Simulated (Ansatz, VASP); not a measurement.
**ZnO: VASP beside Ansatz**

Contents of INCAR:

```
PREC = Accurate ; ENCUT = 520
EDIFF = 1E-7 ; ISMEAR = 0
SIGMA = 0.01 ; LREAL = F
LASPH = T ; NELM = 100
ALGO = Normal ; ISIF = 2
LWAVE = F ; LCHARG = F
GGA = PE ; IBRION = 2
NSW = 80 ; EDIFFG = -5E-4
```

The input KPOINTS:

```
regular mesh
0
Gamma
  8 8 5
```

Contents of POSCAR:

```
ZnO
1.0
    3.2494000000      0.0000000000      0.0000000000
   -1.6247000000      2.8140629471      0.0000000000
    0.0000000000      0.0000000000      5.2038000000
Zn O
2 2
Direct
    0.3333333333      0.6666666667      0.0000000000
    0.6666666667      0.3333333333      0.5000000000
    0.3333333333      0.6666666667      0.3821000000
    0.6666666667      0.3333333333      0.8821000000
```

Input for Ansatz:

```yaml
crystal:
  lattice:
    - [3.2494, 0.0, 0.0]
    - [-1.6247, 2.8140629471, 0.0]
    - [0.0, 0.0, 5.2038]
  atoms:
    - { symbol: Zn, position: [0.3333333333, 0.6666666667, 0.0] }
    - { symbol: Zn, position: [0.6666666667, 0.3333333333, 0.5] }
    - { symbol: O, position: [0.3333333333, 0.6666666667, 0.3821] }
    - { symbol: O, position: [0.6666666667, 0.3333333333, 0.8821] }
scf:
  occupations: { method: fixed }
output:
  forces: true
  stress: true
  eigenvalues: true
  write_density: true
  write_potential: true
  elf: true
  volumetric_format: npy
kpoints:
  mp_grid: { grid: [8, 8, 5] }
relax:
  f_tol: 0.0005
  max_steps: 60
```

Alike in both runs: task relaxation of the atoms; functional PBE; k mesh 8 × 8 × 5; no spin polarisation.

|  | VASP | Ansatz |
| --- | --- | --- |
| version | VASP 6.6.1 | Ansatz 0.2.0 |
| potentials or method | VASP PAW PBE potentials, release 64 (Zn, O) | scalar-relativistic, plane waves, PAW |
| plane-wave cutoff (eV) | 520 | 420 |
| occupations | gaussian, width 0.01 eV | fixed |
| valence electrons in the cell | 36 | 36 |

|  | VASP | Ansatz | Ansatz less VASP |
| --- | --- | --- | --- |
| gap on the k mesh at the Fermi level, each at its own relaxed structure (eV) | 0.79 | 0.80 | +0.015 |
